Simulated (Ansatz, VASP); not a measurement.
# AgCl: VASP beside Ansatz

```
CELL_PARAMETERS angstrom
3.39559 -0.06333 0.00000
-0.06333 3.39559 0.00000
0.00000 0.00000 3.39559
ATOMIC_POSITIONS crystal
Ag 0.00000 0.00000 0.00000
Cl 0.50000 0.50000 0.50000
```

Change from the starting cell: shear_xy strain -3.7%.

Alike in both runs: task single point; functional r2SCAN; k mesh 8 × 8 × 8; no spin polarisation.

```csv
,VASP,Ansatz
version,VASP 6.6.1,Ansatz 0.2.0
potentials or method,"VASP PAW PBE potentials, release 64 (Ag, Cl)","plane waves, PAW"
plane-wave cutoff (eV),520,500
occupations,"gaussian, width 0.01 eV",fixed
valence electrons in the cell,18,26
```

|  | VASP | Ansatz | Ansatz less VASP |
| --- | --- | --- | --- |
| gap on the k mesh at the Fermi level (eV) | 1.06 | 1.11 | +0.043 |
| pressure (GPa) | -0.1 | 0.0 | +0.09 |
| traceless stress, the component that is largest in VASP (GPa) | -0.38 | -0.37 | +0.011 |

VASP's potentials were made for PBE, not for r2SCAN. VASP's potentials hold 18 valence electrons a cell and Ansatz's 26, so a difference there can come from the potentials and not from the codes.
